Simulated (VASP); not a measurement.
Input of a VASP 6.6.1 run:

Contents of INCAR:

```
PREC = Accurate
ENCUT = 520
EDIFF = 1E-7
ISMEAR = 0
SIGMA = 0.01
LREAL = F
LASPH = T
NELM = 60
ALGO = Normal
ISIF = 2
LWAVE = F
LCHARG = F
GGA = PS
NBANDS = 26
```

Contents of KPOINTS:

```
Automatic mesh
0
Gamma
  6 6 4
```

File POSCAR:

```
ZnS
1.0
    3.8173095442      0.0000000000      0.0000000000
   -1.9086547721      3.3058870394      0.0000000000
    0.0000000000      0.0000000000      6.2581627671
Zn S
2 2
Direct
    0.3333333333      0.6666666667      0.0052646540
    0.6666666667      0.3333333333      0.5052646540
    0.3333333333      0.6666666667      0.3797353460
    0.6666666667      0.3333333333      0.8797353460
```

Potentials or basis: VASP PAW PBE potentials, release 64 (Zn, S).

Command:

```bash
$ cat potpaw_PBE.64/Zn/POTCAR potpaw_PBE.64/S/POTCAR > POTCAR
$ mpirun -np 1 vasp_std > vasp.out
```

(1) What does it give for the band gap on the k mesh?

(2) Predict the pressure.

## Answers

(1) 2.04 eV, direct.

(2) -1.8 GPa.

Caveat: the PAW data sets were made with another functional, which shifts forces and pressure a little.
